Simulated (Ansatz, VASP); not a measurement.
**SiC2N4: VASP beside Ansatz**

Contents of INCAR:

```
ALGO = Normal
EDIFF = 1E-8
ENCUT = 520
GGA = CA
ISIF = 2
ISMEAR = 0
LASPH = T
LCHARG = F
LEFG = T
LREAL = F
LWAVE = F
NBANDS = 45
NELM = 60
PREC = Accurate
SIGMA = 0.01
```

File KPOINTS:

```
k-points
0
Gamma
  4 4 4
```

File POSCAR:

```
SiC2N4
1.0
    6.6305330479      0.0000000000      0.0000000000
    0.0000000000      6.6305330479      0.0000000000
    0.0000000000      0.0000000000      6.6305330479
Si C N
2 4 8
Direct
    0.0000000000      0.0000000000      0.0000000000
    0.5000000000      0.5000000000      0.5000000000
    0.7500000000      0.7500000000      0.7500000000
    0.7500000000      0.2500000000      0.2500000000
    0.2500000000      0.2500000000      0.7500000000
    0.2500000000      0.7500000000      0.2500000000
    0.8545680737      0.8545680737      0.8545680737
    0.6454319263      0.3545680737      0.3545680737
    0.1454319263      0.1454319263      0.8545680737
    0.3545680737      0.6454319263      0.3545680737
    0.8545680737      0.1454319263      0.1454319263
    0.6454319263      0.6454319263      0.6454319263
    0.1454319263      0.8545680737      0.1454319263
    0.3545680737      0.3545680737      0.6454319263
```

Input for Ansatz:

```yaml
crystal:
  lattice:
    - [6.6305330479, 0.0, 0.0]
    - [0.0, 6.6305330479, 0.0]
    - [0.0, 0.0, 6.6305330479]
  atoms:
    - { symbol: Si, position: [0.0, 0.0, 0.0] }
    - { symbol: Si, position: [0.5, 0.5, 0.5] }
    - { symbol: C, position: [0.75, 0.75, 0.75] }
    - { symbol: C, position: [0.75, 0.25, 0.25] }
    - { symbol: C, position: [0.25, 0.25, 0.75] }
    - { symbol: C, position: [0.25, 0.75, 0.25] }
    - { symbol: "N", position: [0.8545680737, 0.8545680737, 0.8545680737] }
    - { symbol: "N", position: [0.6454319263, 0.3545680737, 0.3545680737] }
    - { symbol: "N", position: [0.1454319263, 0.1454319263, 0.8545680737] }
    - { symbol: "N", position: [0.3545680737, 0.6454319263, 0.3545680737] }
    - { symbol: "N", position: [0.8545680737, 0.1454319263, 0.1454319263] }
    - { symbol: "N", position: [0.6454319263, 0.6454319263, 0.6454319263] }
    - { symbol: "N", position: [0.1454319263, 0.8545680737, 0.1454319263] }
    - { symbol: "N", position: [0.3545680737, 0.3545680737, 0.6454319263] }
basis:
  ecutwfc: 420
kpoints:
  mp_grid: { grid: [4, 4, 4] }
hamiltonian:
  xc: lda
scf:
  occupations: { method: fixed }
output:
  forces: true
  stress: true
  eigenvalues: true
  efg: {}
checkpoint:
  read: start.run
  write: ck
  compress: false
  write_wavefunctions: false
  write_every: 100000
```

Alike in both runs: task electric field gradients; functional LDA; k mesh 4 × 4 × 4; no spin polarisation.

|  | VASP | Ansatz |
| --- | --- | --- |
| version | VASP 6.6.1 | Ansatz 0.2.0 |
| potentials or method | VASP PAW LDA potentials, release 64 (Si, C, N), cutoff 520 eV | scalar-relativistic, plane waves, PAW |
| occupations | gaussian, width 0.01 eV | fixed |
| valence electrons in the cell | 64 | 64 |

Ansatz gave:

| Property | Result |
| --- | --- |
| gap on the k mesh at the Fermi level (eV) | 4.22 |
| least direct gap on the mesh (eV) | 4.23 |
| pressure (GPa) | 0.0 |
| rms of the force components (eV/Å) | 0.001 |
| size of Vzz on the site where it differs most (V/Å²) | 27.8 |

Question: What did VASP give for the same quantities?

Answer: gap on the k mesh at the Fermi level (eV): 4.21; least direct gap on the mesh (eV): 4.22; pressure (GPa): 0.2; rms of the force components (eV/Å): 0.062; size of Vzz on the site where it differs most (V/Å²): 47.9.

LDA's correlation is that of Perdew and Zunger in VASP and of Perdew and Wang (1992) in Ansatz. Atom by atom the forces differ by 0.063 eV/Å (rms over components).

Noted on VASP's run: the standard files for N, O and F lose accuracy on very short bonds.
